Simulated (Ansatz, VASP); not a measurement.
## One calculation of BN, two programs

POSCAR

```
BN
1.0
    2.4517820176      0.0000000000      0.0000000000
   -1.2258910088      2.1233055118      0.0000000000
    0.0000000000      0.0000000000      4.2268550000
B N
2 2
Direct
    0.6666666667      0.3333333333      0.9997240000
    0.3333333333      0.6666666667      0.4997240000
    0.6666666667      0.3333333333      0.6252760000
    0.3333333333      0.6666666667      0.1252760000
```

File INCAR.step1:

```
SYSTEM = BN
PREC = Accurate
ENCUT = 520
ISMEAR = 0
SIGMA = 0.05
LREAL = .FALSE.
LASPH = .TRUE.
NELM = 60
NBANDS = 16
GGA = PE
ALGO = Normal
EDIFF = 1E-4
LWAVE = .TRUE.
LCHARG = .FALSE.
```

The input INCAR.step2:

```
SYSTEM = BN
PREC = Accurate
ENCUT = 520
EDIFF = 1E-7
ISMEAR = 0
SIGMA = 0.05
LREAL = .FALSE.
LASPH = .TRUE.
NELM = 60
ALGO = Normal
ISIF = 2
LWAVE = .FALSE.
LCHARG = .FALSE.
METAGGA = R2SCAN
LMIXTAU = .TRUE.
NBANDS = 16
ISTART = 1
```

KPOINTS

```
Automatic mesh
0
G
  12 12 6
  0 0 0
```

Input for Ansatz:

```yaml
crystal:
  lattice:
    - [2.4517820176, 0.0, 0.0]
    - [-1.2258910088, 2.1233055118, 0.0]
    - [0.0, 0.0, 4.226855]
  atoms:
    - { symbol: B, position: [0.6666666667, 0.3333333333, 0.999724] }
    - { symbol: B, position: [0.3333333333, 0.6666666667, 0.499724] }
    - { symbol: "N", position: [0.6666666667, 0.3333333333, 0.625276] }
    - { symbol: "N", position: [0.3333333333, 0.6666666667, 0.125276] }
basis:
  ecutwfc: 500
kpoints:
  mp_grid: { grid: [12, 12, 6] }
hamiltonian:
  xc: r2scan
scf:
  occupations: { method: gaussian, width: 0.05 }
output:
  forces: true
  stress: true
  eigenvalues: true
```

Change from the starting cell: strain -0.040 along x and y, +0.000 along z, atoms carried along.

Alike in both runs: task single point; functional r2SCAN; k mesh 12 × 12 × 6; occupations gaussian, width 0.05 eV; no spin polarisation.

|  | VASP | Ansatz |
| --- | --- | --- |
| version | VASP 6.6.1 | Ansatz 0.2.0 |
| potentials or method | VASP PAW PBE potentials, release 64 (B, N), cutoff 520 eV | scalar-relativistic, plane waves, PAW |
| valence electrons in the cell | 16 | 16 |

```csv
,VASP,Ansatz,Ansatz less VASP
gap on the k mesh at the Fermi level (eV),5.42,5.46,+0.039
least direct gap on the mesh (eV),8.26,8.28,+0.025
pressure (GPa),33.0,31.6,-1.38
"traceless stress, the component that is largest in VASP (GPa)",-32.11,-31.94,+0.169
rms of the force components (eV/Å),0.070,0.062,-0.0084
```

VASP's potentials were made for PBE, not for r2SCAN. Atom by atom the forces differ by 0.008 eV/Å (rms over components). Both programs put the cell under a high pressure, so it lies far from rest at this level.
